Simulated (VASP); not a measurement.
# LiCl (P4_2/mbc) in VASP: a series of runs, part 2 of 2

VASP 6.6.1.

## Step 4: Relaxation of cell and atoms, PBE

INCAR reads:

```
SYSTEM = LiCl
PREC     = Accurate       ! precision mode
ENCUT    = 600            ! plane-wave cutoff, eV
EDIFF    = 1E-6           ! SCF threshold, eV
ISMEAR   = 0              ! smearing method
SIGMA    = 0.1            ! smearing width, eV
LREAL    = Auto         
LASPH    = .True.         ! aspherical terms in the spheres
NELM     = 80             ! most SCF steps
ALGO     = Normal         ! electronic algorithm
ISIF     = 3              ! what is computed and relaxed
LWAVE    = .False.        ! write WAVECAR
LCHARG   = .False.        ! write CHGCAR
GGA      = PE             ! functional
IBRION   = 2              ! ionic algorithm
NSW      = 90             ! ionic steps
EDIFFG   = -0.04          ! ionic threshold
```

KPOINTS reads:

```
regular mesh
0
Gamma
  2 2 4
  0 0 0
```

POSCAR reads:

```
LiCl
1.0
    8.2479481900      0.0000000000      0.0000000000
    0.0000000000      8.2479481900      0.0000000000
    0.0000000000      0.0000000000      3.9389927400
Li Cl
8 8
Direct
    0.6913084800      0.6225034900      0.0000000000
    0.8774965100      0.8086915200      0.5000000000
    0.3086915200      0.3774965100      0.0000000000
    0.1225034900      0.1913084800      0.5000000000
    0.6225034900      0.3086915200      0.5000000000
    0.8086915200      0.1225034900      0.0000000000
    0.3774965100      0.6913084800      0.5000000000
    0.1913084800      0.8774965100      0.0000000000
    0.1225034900      0.8086915200      0.5000000000
    0.3086915200      0.6225034900      0.0000000000
    0.8774965100      0.1913084800      0.5000000000
    0.6913084800      0.3774965100      0.0000000000
    0.1913084800      0.1225034900      0.0000000000
    0.3774965100      0.3086915200      0.5000000000
    0.8086915200      0.8774965100      0.0000000000
    0.6225034900      0.6913084800      0.5000000000
```

The run is started by

```sh
> cat potpaw_PBE.64/Li_sv/POTCAR potpaw_PBE.64/Cl/POTCAR > POTCAR
> mpirun -np 1 vasp_std > vasp.out
```

Wall time 73 min (1 thread of Intel Xeon 8259CL, shared host); peak memory 0.46 GiB.

Results (log left out):

- Free energy: -58.6752 eV
- Relaxed volume: 22.25 Å³/atom
- Relaxed cell: a = 8.404 Å, b = 8.404 Å, c = 5.040 Å, α = 90.00°, β = 90.00°, γ = 90.00°
- Space group after relaxing (to 0.1 Å): P4_2/mbc (No. 135)
- Energy gained by relaxing: 427.5 meV/atom
- Ionic steps: 20
- Pressure after relaxing: 0.0 GPa
- Largest force after relaxing: 0.024 eV/Å
- Band gap on the k mesh: 5.53 eV

Forces on the atoms (eV/Å):
```
Li   0.006 -0.020  0.000
Li   0.020 -0.006  0.000
Li  -0.006  0.020  0.000
Li  -0.020  0.006  0.000
Li  -0.020 -0.006  0.000
Li  -0.006 -0.020  0.000
Li   0.020  0.006  0.000
Li   0.006  0.020  0.000
Cl  -0.024  0.005  0.000
Cl   0.005 -0.024  0.000
Cl   0.024 -0.005  0.000
Cl  -0.005  0.024  0.000
Cl  -0.005 -0.024  0.000
Cl   0.024  0.005  0.000
Cl   0.005  0.024  0.000
Cl  -0.024 -0.005  0.000
```

The path:
```csv
step,energy change (eV),largest force (eV/Å),pressure (GPa),volume (Å³)
1,0.0000,0.8187,18.94,267.96
2,-5.2815,0.4033,2.82,352.14
3,-5.5852,0.3662,0.80,376.12
4,-5.4061,0.3184,-1.89,427.23
5,-5.6307,0.3485,-0.26,392.21
6,-5.6309,0.3514,-0.08,389.41
7,-5.7083,0.3228,-0.09,388.99
8,-5.9029,0.2460,-0.07,387.73
9,-6.1533,0.1529,-0.01,385.19
10,-6.3440,0.1342,0.08,380.06
11,-6.4921,0.1485,-0.40,380.02
12,-6.6375,0.2184,-1.19,378.33
13,-6.6465,0.1749,-1.07,379.01
14,-6.7516,0.1714,-0.28,362.61
15,-6.7596,0.1784,0.04,357.25
16,-6.7917,0.1174,0.01,357.09
17,-6.8131,0.1056,-0.02,356.86
18,-6.8136,0.1023,-0.02,356.82
19,-6.8310,0.0611,0.00,356.42
20,-6.8397,0.0243,0.02,356.01
```

Final structure:
```cif
data_structure
_symmetry_space_group_name_H-M 'P 1'
_symmetry_Int_Tables_number 1
_cell_length_a 8.4043
_cell_length_b 8.4043
_cell_length_c 5.0403
_cell_angle_alpha 90.000
_cell_angle_beta 90.000
_cell_angle_gamma 90.000
_cell_volume 356.01
loop_
_atom_site_label
_atom_site_type_symbol
_atom_site_fract_x
_atom_site_fract_y
_atom_site_fract_z
_atom_site_occupancy
Li1 Li 0.63533 0.64989 0.00000 1
Li2 Li 0.85011 0.86467 0.50000 1
Li3 Li 0.36467 0.35011 0.00000 1
Li4 Li 0.14989 0.13533 0.50000 1
Li5 Li 0.64989 0.36467 0.50000 1
Li6 Li 0.86467 0.14989 0.00000 1
Li7 Li 0.35011 0.63533 0.50000 1
Li8 Li 0.13533 0.85011 0.00000 1
Cl1 Cl 0.14436 0.84158 0.50000 1
Cl2 Cl 0.34158 0.64436 0.00000 1
Cl3 Cl 0.85564 0.15842 0.50000 1
Cl4 Cl 0.65842 0.35564 0.00000 1
Cl5 Cl 0.15842 0.14436 0.00000 1
Cl6 Cl 0.35564 0.34158 0.50000 1
Cl7 Cl 0.84158 0.85564 0.00000 1
Cl8 Cl 0.64436 0.65842 0.50000 1
```

Levels at points of the mesh, in eV from the valence-band top:
```tsv
k point	band 36	band 37	band 38	band 39	band 40	band 41	band 42	band 43	band 44	band 45
(0.00, 0.00, 0.00)	-0.40	-0.40	-0.28	-0.28	0.00	5.53	7.43	8.06	8.06	8.09
(0.50, 0.00, 0.00)	-0.49	-0.38	-0.38	-0.28	-0.28	6.30	6.30	8.12	8.12	8.37
(0.50, 0.50, 0.00)	-0.45	-0.36	-0.36	-0.24	-0.24	6.56	6.56	7.41	7.41	8.18
(0.00, 0.00, 0.50)	-0.15	-0.14	-0.14	-0.12	-0.12	7.33	7.33	7.46	7.46	7.63
(0.50, 0.00, 0.50)	-0.41	-0.12	-0.12	-0.11	-0.11	7.11	7.11	7.13	7.13	7.98
(0.50, 0.50, 0.50)	-0.61	-0.11	-0.11	-0.11	-0.11	6.88	6.88	6.88	6.88	8.14
```

Caveat: the cutoff is under 1.25 times the usual one of these potentials, so pressure, stress and relaxed cells hold a basis-set (Pulay) error; the volume moved by over 15 % at a fixed basis, so the end points are rough.

## Step 5: Overview

| task | cell | cutoff (eV) | gap on the mesh (eV) | largest force (eV/Å) |
| --- | --- | --- | --- | --- |
| single point | a = 8.248, b = 8.248, c = 3.939 Å, 16 atoms, atomic positions A | 520 | 4.54 | 0.82 |
| single point | a = 8.349, b = 8.349, c = 5.160 Å, 16 atoms, atomic positions B | 520 | 5.45 | 0.01 |
| relaxation of cell and atoms | relaxed from a = 8.248, b = 8.248, c = 3.939 Å, 16 atoms, atomic positions A | 600 | 5.53 | 0.02 |

Alike in all rows: level PBE; potentials or basis VASP PAW PBE potentials, release 64 (Li_sv, Cl); no spin polarisation; k mesh 2 × 2 × 4; smearing gaussian 0.1 eV.

Caveats: the cutoff is under 1.25 times the usual one of these potentials, so pressure, stress and relaxed cells hold a basis-set (Pulay) error; the volume moved by over 15 % at a fixed basis, so the end points are rough (at least some runs).

Absolute energies hang on the potentials; compare differences alone.
